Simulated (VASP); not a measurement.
Input of a VASP 6.6.1 run:

File INCAR:

```
PREC = Accurate
ENCUT = 520
EDIFF = 1E-6
ISMEAR = -1
SIGMA = 0.05
LREAL = F
LASPH = T
NELM = 60
ALGO = Normal
ISIF = 2
LWAVE = F
LCHARG = T
GGA = PE
LELF = T
LVHAR = T
NBANDS = 16
```

File KPOINTS:

```
Automatic mesh
0
Gamma
  9 9 9
```

File POSCAR:

```
GaAs
1.0
    0.0000000000      2.6594545876      2.6594545876
    2.6594545876      0.0000000000      2.6594545876
    2.6594545876      2.6594545876      0.0000000000
Ga As
1 1
Direct
    0.0000000000      0.0000000000      0.0000000000
    0.5000000000      0.5000000000      0.5000000000
```

Potentials or basis: VASP PAW PBE potentials, release 64 (Ga_d, As).

Launch:

```console
$ cat potpaw_PBE.64/Ga_d/POTCAR potpaw_PBE.64/As/POTCAR > POTCAR
$ mpirun -np 1 vasp_std > vasp.out
```

Q: Predict the band gap on the k mesh.

A: Zero (band 9 reaches 6.24 eV, above the bottom of band 10 at 3.05 eV).

Q: What does it give for the pressure?

A: 3.3 GPa.
